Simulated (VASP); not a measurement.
# AgCl (Fm-3m) in VASP: notebook

The runs below take AgCl through single point, with PBE.

All numbers are computed with VASP 6.6.1; they aren't measurements. Logs are shortened: lines on timing, memory, paths and dates and some standing lists are left out, and cuts for length are marked.

## 1. The cell of the first run

The structure is cubic, space group Fm-3m (No. 225). The conventional cell has a = 5.437 Å, b = 5.437 Å, c = 5.437 Å, α = 90.00°, β = 90.00°, γ = 90.00°. Ag (site symmetry m-3m) has 6 Cl at 2.72 Å within 3.6 Å. Cl (site symmetry m-3m) has 6 Ag at 2.72 Å within 3.6 Å.

## 2. Single point, PBE

File INCAR:

```
SYSTEM = AgCl
PREC = Accurate
ENCUT = 500
EDIFF = 1E-6
ISMEAR = 0
SIGMA = 0.01
LREAL = .FALSE.
LASPH = .TRUE.
NELM = 120
ALGO = Normal
ISIF = 2
LWAVE = .FALSE.
LCHARG = .TRUE.
GGA = PE
LELF = .TRUE.
LVHAR = .TRUE.
NBANDS = 16
GGA_COMPAT = .FALSE.
```

File KPOINTS:

```
Automatic mesh
0
G
  3 3 3
  0 0 0
```

File POSCAR:

```
AgCl
1.0
    0.0000000000      2.7183514500      2.7183514500
    2.7183514500      0.0000000000      2.7183514500
    2.7183514500      2.7183514500      0.0000000000
Ag Cl
1 1
Direct
    0.0000000000      0.0000000000      0.0000000000
    0.5000000000      0.5000000000      0.5000000000
```

Potentials or basis: VASP PAW PBE potentials, release 64 (Ag, Cl).

Started as:

```console
> cat potpaw_PBE.64/Ag/POTCAR potpaw_PBE.64/Cl/POTCAR > POTCAR
> mpirun -np 1 vasp_std > vasp.out
```

OUTCAR:

```text
SYSTEM = AgCl
   PREC = Accurate
   ENCUT = 500
   EDIFF = 1E-6
   ISMEAR = 0
   LREAL = .FALSE.
   LASPH = .TRUE.
   NELM = 120
   ISIF = 2
   GGA = PE

 ion  position               nearest neighbor table
   1  0.000  0.000  0.000-   2 2.72   2 2.72   2 2.72   2 2.72   2 2.72   2 2.72
   2  0.500  0.500  0.500-   1 2.72   1 2.72   1 2.72   1 2.72   1 2.72   1 2.72

  LATTYP: Found a face centered cubic cell.
 ALAT       =     5.4367029000

  Lattice vectors:

 A1 = (   0.0000000000,   2.7183514500,   2.7183514500)
 A2 = (   2.7183514500,   0.0000000000,   2.7183514500)
 A3 = (   2.7183514500,   2.7183514500,   0.0000000000)

Analysis of symmetry for initial positions (statically):
=====================================================================
 Subroutine PRICEL returns:
 Original cell was already a primitive cell.

 Routine SETGRP: Setting up the symmetry group for a
 face centered cubic supercell.

 Subroutine GETGRP returns: Found 48 space group operations
 (whereof 48 operations were pure point group operations)
 out of a pool of 48 trial point group operations.

The static configuration has the point symmetry O_h .

Analysis of symmetry for dynamics (positions and initial velocities):
=====================================================================
 Subroutine PRICEL returns:
 Original cell was already a primitive cell.

 Routine SETGRP: Setting up the symmetry group for a
 face centered cubic supercell.

 Subroutine GETGRP returns: Found 48 space group operations
 (whereof 48 operations were pure point group operations)
 out of a pool of 48 trial point group operations.

The dynamic configuration has the point symmetry O_h .

 Subroutine INISYM returns: Found 48 space group operations
 (whereof 48 operations are pure point group operations),
 and found     1 'primitive' translations

----------------------------------------------------------------------------------------

                                     Primitive cell

  volume of cell :      40.1742

  direct lattice vectors                    reciprocal lattice vectors
     0.000000000  2.718351450  2.718351450    -0.183935010  0.183935010  0.183935010
     2.718351450  0.000000000  2.718351450     0.183935010 -0.183935010  0.183935010
     2.718351450  2.718351450  0.000000000     0.183935010  0.183935010 -0.183935010

  length of vectors
     3.844329488  3.844329488  3.844329488     0.318584782  0.318584782  0.318584782

  position of ions in fractional coordinates (direct lattice)
     0.000000000  0.000000000  0.000000000
     0.500000000  0.500000000  0.500000000

  ion indices of the primitive-cell ions
   primitive index   ion index
                 1           1
                 2           2

----------------------------------------------------------------------------------------

 KPOINTS: Automatic mesh

Automatic generation of k-mesh.
 Grid dimensions read from file:
 generate k-points for:    3    3    3

 Generating k-lattice:

  Cartesian coordinates                     Fractional coordinates (reciprocal lattice)
    -0.061311670  0.061311670  0.061311670     0.333333333  0.000000000  0.000000000
     0.061311670 -0.061311670  0.061311670     0.000000000  0.333333333  0.000000000
     0.061311670  0.061311670 -0.061311670     0.000000000  0.000000000  0.333333333

  Length of vectors
     0.106194927  0.106194927  0.106194927

  Shift w.r.t. Gamma in fractional coordinates (k-lattice)
     0.000000000  0.000000000  0.000000000

 Subroutine IBZKPT returns following result:
 ===========================================

 Found      4 irreducible k-points:

 Following reciprocal coordinates:
            Coordinates               Weight
  0.000000  0.000000  0.000000      1.000000
  0.333333  0.000000  0.000000      8.000000
  0.333333  0.333333  0.000000      6.000000
 -0.333333  0.333333  0.000000     12.000000
   k-points           NKPTS =      4   k-points in BZ     NKDIM =      4   number of bands    NBANDS=     16
   number of dos      NEDOS =    301   number of ions     NIONS =      2
   total plane-waves  NPLWV =  21952
   dimension x,y,z NGX =    28 NGY =   28 NGZ =   28
   dimension x,y,z NGXF=    56 NGYF=   56 NGZF=   56
   ions per type =               1   1
   NGX,Y,Z   is equivalent  to a cutoff of  12.11, 12.11, 12.11 a.u.
   NGXF,Y,Z  is equivalent  to a cutoff of  24.22, 24.22, 24.22 a.u.
 SYSTEM =  AgCl
   PREC   = accura    normal or accurate (medium, high low for compatibility)
   ISTART =      0    job   : 0-new  1-cont  2-samecut
   ICHARG =      2    charge: 1-file 2-atom 10-const
   ISPIN  =      1    spin polarized calculation?
   LNONCOLLINEAR =      F non collinear calculations
   LSORBIT =      F    spin-orbit coupling
   LASPH  =      T    aspherical Exc in radial PAW
   ENCUT  =  500.0 eV  36.75 Ry    6.06 a.u.   7.01  7.01  7.01*2*pi/ulx,y,z
   NELM   =    120;   NELMIN=  2; NELMDL= -5     # of ELM steps
   EDIFF  = 0.1E-05   stopping-criterion for ELM
   LREAL  =      F    real-space projection
[... 7 lines left out ...]
   TEBEG  =    0.0;   TEEND  =   0.0 temperature during run
   PSTRESS=    0.0 pullay stress
   NELECT =      18.0000    total number of electrons
   NUPDOWN=      -1.0000    fix difference up-down
   EMIN   =  10.00;   EMAX   =-10.00  energy-range for DOS
   EFERMI =   0.00;   METHOD = LEGACY
   ISMEAR =     0;   SIGMA  =   0.01  broadening in eV -4-tet -1-fermi 0-gaus
   EFERMI_NEDOS =   21; number of points for ismear=-14 and -15
   IALGO  =     38    algorithm
   IMIX   =      4    mixing-type and parameters
     AMIX     =   0.40;   BMIX     =  1.00
     AMIX_MAG =   1.60;   BMIX_MAG =  1.00
  volume/ion in A,a.u.               =      20.09       135.55
  Fermi-wavevector in a.u.,A,eV,Ry     =   1.252709  2.367276 21.351335  1.569279
  Thomas-Fermi vector in A             =   2.386596
   LORBIT       =      0    0 simple, 1 ext, 2 COOP (PROOUT), +10 PAW based schemes
   GGA     = PE    functional components
   LHFCALC =     F    Hartree Fock is set to
   AEXX    =    0.0000 exact exchange contribution
   IVDW    =     0    specifies the selected vdW correction
   LEPSILON=     F    determine dielectric tensor
   LRPA    =     F    only Hartree local field effects (RPA)
 non-spin polarized calculation
 Gauss-broadening in eV      SIGMA  =   0.01
  energy-cutoff  :      500.00
  volume of cell :       40.17
 maximum number of plane-waves:      1031
   NGX = 13   NGY = 13   NGZ = 13

 number of electron      18.0000005 magnetization

 Free energy of the ion-electron system (eV)
  ---------------------------------------------------
  ext. energy  EPLUGINS =         0.00000000
  ---------------------------------------------------
  free energy    TOTEN  =        -5.27854541 eV

  energy without entropy =       -5.27854541  energy(sigma->0) =       -5.27854541

 E-fermi :   4.2565     XC(G=0): -10.2699

 val. band max:        4.1924572031   @ k =   0.3333   0.0000   0.0000
 cond. band min:       5.5212988006   @ k =   0.0000   0.0000   0.0000
 fundamental gap:      1.3288415975
 Fermi energy:         4.2564531283

 k-point     1 :       0.0000    0.0000    0.0000
  band No.  band energies     occupation
      1     -10.9098      2.00000
      2       1.8975      2.00000
      3       1.8975      2.00000
      4       1.8975      2.00000
      5       1.9448      2.00000
      6       1.9448      2.00000
[... 8 lines left out ...]
     15      18.2821      0.00000
     16      18.2821      0.00000

 k-point     2 :       0.3333    0.0000    0.0000
  band No.  band energies     occupation
      1     -10.5244      2.00000
      2      -0.5770      2.00000
      3       0.2981      2.00000
      4       0.2981      2.00000
      5       2.2125      2.00000
      6       2.2125      2.00000
[... 8 lines left out ...]
     15      17.4632      0.00000
     16      17.5728      0.00000

 k-point     3 :       0.3333    0.3333    0.0000
  band No.  band energies     occupation
      1     -10.4822      2.00000
      2      -0.4143      2.00000
      3       1.2121      2.00000
      4       1.2121      2.00000
      5       1.6114      2.00000
      6       2.1067      2.00000
[... 8 lines left out ...]
     15      19.6569      0.00000
     16      21.1881      0.00000

 k-point     4 :      -0.3333    0.3333    0.0000
  band No.  band energies     occupation
      1     -10.3411      2.00000
      2      -0.3851      2.00000
      3       0.1440      2.00000
      4       0.2644      2.00000
      5       2.1984      2.00000
      6       2.3394      2.00000
[... 8 lines left out ...]
     15      17.6622      0.00000
     16      21.1726      0.00000

------------------------ aborting loop because EDIFF is reached ----------------------------------------

  FORCE on cell =-STRESS in cart. coord.  units (eV):
  Direction    XX          YY          ZZ          XY          YZ          ZX
  --------------------------------------------------------------------------------------
  -------------------------------------------------------------------------------------
  Total        1.3852475      1.3852475      1.3852475     -0.0000000     -0.0000000     -0.0000000
  in kB       55.2447657     55.2447657     55.2447657     -0.0000000     -0.0000000     -0.0000000
  external PRESSURE =      55.2447657 kB  Pullay stress =       0.0000000 kB

 VOLUME and BASIS-vectors are now :
 -----------------------------------------------------------------------------
  energy-cutoff  :      500.00
  volume of cell :       40.17
      direct lattice vectors                 reciprocal lattice vectors
     0.000000000  2.718351450  2.718351450    -0.183935010  0.183935010  0.183935010
     2.718351450  0.000000000  2.718351450     0.183935010 -0.183935010  0.183935010
     2.718351450  2.718351450  0.000000000     0.183935010  0.183935010 -0.183935010

 POSITION                                       TOTAL-FORCE (eV/Angst)
 -----------------------------------------------------------------------------------
      0.00000      0.00000      0.00000        -0.000000     -0.000000     -0.000000
      2.71835      2.71835      2.71835         0.000000      0.000000      0.000000
 -----------------------------------------------------------------------------------
    total drift:                                0.000000      0.000000      0.000000

  FREE ENERGIE OF THE ION-ELECTRON SYSTEM (eV)
  ---------------------------------------------------
  free  energy   TOTEN  =        -5.2785454143 eV

  energy  without entropy=       -5.2785454143  energy(sigma->0) =       -5.27854541
```

Wall time 4.6 s (1 thread of AMD EPYC 7R43 (Zen 3), shared host); peak memory 0.12 GiB.

Results:

```yaml
Free_energy: -5.2785 eV
Pressure: 5.5 GPa
Band_gap_on_the_k_mesh: 1.33 eV (least direct gap 3.44 eV)
```

Levels at points of the mesh, in eV from the valence-band top:
| k point | band 7 | band 8 | band 9 | band 10 | band 11 | band 12 |
| --- | --- | --- | --- | --- | --- | --- |
| (0.00, 0.00, 0.00) | -2.12 | -2.12 | -2.12 | 1.33 | 11.26 | 11.26 |

Caveat: the k points lie up to 0.67 Å⁻¹ apart; an odd mesh through Γ misses points on the zone boundary, where band edges can lie.

## 3. Single point, PBE

This run uses another cell than the first one, of 22.65 Å³/atom.

File INCAR:

```
SYSTEM = AgCl
ALGO = Normal ; EDIFF = 1E-6
ENCUT = 500 ; GGA = PE
GGA_COMPAT = .FALSE. ; ISIF = 2
ISMEAR = 0 ; LASPH = .TRUE.
LCHARG = .FALSE. ; LREAL = .FALSE.
LWAVE = .FALSE. ; NBANDS = 16
NELM = 120 ; PREC = Accurate
SIGMA = 0.01
```

File KPOINTS:

```
k-points
0
G
  3 3 3
  0 0 0
```

File POSCAR:

```
AgCl
1.0
    0.0000000000      2.8294255800      2.8294255800
    2.8294255800      0.0000000000      2.8294255800
    2.8294255800      2.8294255800      0.0000000000
Ag Cl
1 1
Direct
    0.0000000000      0.0000000000      0.0000000000
    0.5000000000      0.5000000000      0.5000000000
```

Potentials or basis: VASP PAW PBE potentials, release 64 (Ag, Cl).

Started as:

```console
> cat potpaw_PBE.64/Ag/POTCAR potpaw_PBE.64/Cl/POTCAR > POTCAR
> mpirun -np 1 vasp_std > vasp.out
```

Run time: 4.5 s. Hardware: 1 thread of AMD EPYC 7R43 (Zen 3), shared host; peak memory 0.13 GiB.

It converged, with:

```
Free energy            : -5.3464 eV
Pressure               : -0.7 GPa
Band gap on the k mesh : 1.26 eV (least direct gap 2.98 eV)
```

Levels at points of the mesh, in eV from the valence-band top:
| k point | band 5 | band 6 | band 7 | band 8 | band 9 | band 10 | band 11 | band 12 | band 13 | band 14 |
| --- | --- | --- | --- | --- | --- | --- | --- | --- | --- | --- |
| (0.00, 0.00, 0.00) | -1.86 | -1.86 | -1.71 | -1.71 | -1.71 | 1.26 | 11.21 | 11.21 | 11.21 | 12.80 |

Caveat: the k points lie up to 0.64 Å⁻¹ apart; an odd mesh through Γ misses points on the zone boundary, where band edges can lie.

## 4. Single point, PBE

This run uses another cell than the first one, of 22.65 Å³/atom.

File INCAR:

```
PREC = Accurate ; ENCUT = 500
EDIFF = 1E-6 ; ISMEAR = 0
SIGMA = 0.01 ; LREAL = False
LASPH = True ; NELM = 120
ALGO = Normal ; ISIF = 2
LWAVE = False ; LCHARG = False
GGA = PE ; NBANDS = 16
GGA_COMPAT = False
```

File KPOINTS:

```
Automatic mesh
0
Gamma
  3 3 3
```

POSCAR is that of step 3.

Started as:

```console
> cat potpaw_PBE.64/Ag/POTCAR potpaw_PBE.64/Cl/POTCAR > POTCAR
> mpirun -np 1 vasp_std > vasp.out
```

It took 4.5 s on 1 thread of AMD EPYC 7R43 (Zen 3), shared host; peak memory 0.13 GiB.

The run converged. Its results:

```
Free energy            : -5.3464 eV
Pressure               : -0.7 GPa
Band gap on the k mesh : 1.26 eV (least direct gap 2.98 eV)
```

Levels at points of the mesh, in eV from the valence-band top:
| k point | band 7 | band 8 | band 9 | band 10 | band 11 | band 12 |
| --- | --- | --- | --- | --- | --- | --- |
| (0.00, 0.00, 0.00) | -1.71 | -1.71 | -1.71 | 1.26 | 11.21 | 11.21 |

Caveat: the k points lie up to 0.64 Å⁻¹ apart; an odd mesh through Γ misses points on the zone boundary, where band edges can lie.
